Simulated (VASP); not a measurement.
A run of VASP 6.6.1:

File INCAR:

```
SYSTEM = TlPt
ALGO = Fast
EDIFF = 1E-6
ENCUT = 520
GGA = PE
ISIF = 2
ISMEAR = 0
LASPH = .TRUE.
LCHARG = .FALSE.
LREAL = .FALSE.
LWAVE = .FALSE.
NBANDS = 44
NELM = 100
PREC = Accurate
SIGMA = 0.1
```

File KPOINTS:

```
k-points
0
G
  6 6 10
  0 0 0
```

POSCAR

```
TlPt
1.0
    6.5418744163      0.0000000000      0.0000000000
   -3.2709372082      5.6654294329      0.0000000000
    0.0000000000      0.0000000000      4.0205395782
Tl Pt
3 3
Direct
    0.5000000000      0.0000000000      0.0000000000
    0.5000000000      0.5000000000      0.0000000000
    0.0000000000      0.5000000000      0.0000000000
    0.0000000000      0.0000000000      0.0000000000
    0.3333333338      0.6666666662      0.5000000000
    0.6666666662      0.3333333338      0.5000000000
```

Potentials or basis: VASP PAW PBE potentials, release 64 (Tl_d, Pt).

Command:

```console
$ cat potpaw_PBE.64/Tl_d/POTCAR potpaw_PBE.64/Pt/POTCAR > POTCAR
$ mpirun -np 1 vasp_std > vasp.out
```

Hardware: 1 thread of Intel(R) Xeon(R) 6975P-C (Granite Rapids), on a shared host.

How long does it take, and how much memory?

Wall time 3.1 min on 1 thread of Intel(R) Xeon(R) 6975P-C (Granite Rapids) (shared host), peak memory 0.4 GiB. Counts: scf iterations 14, k points 42.
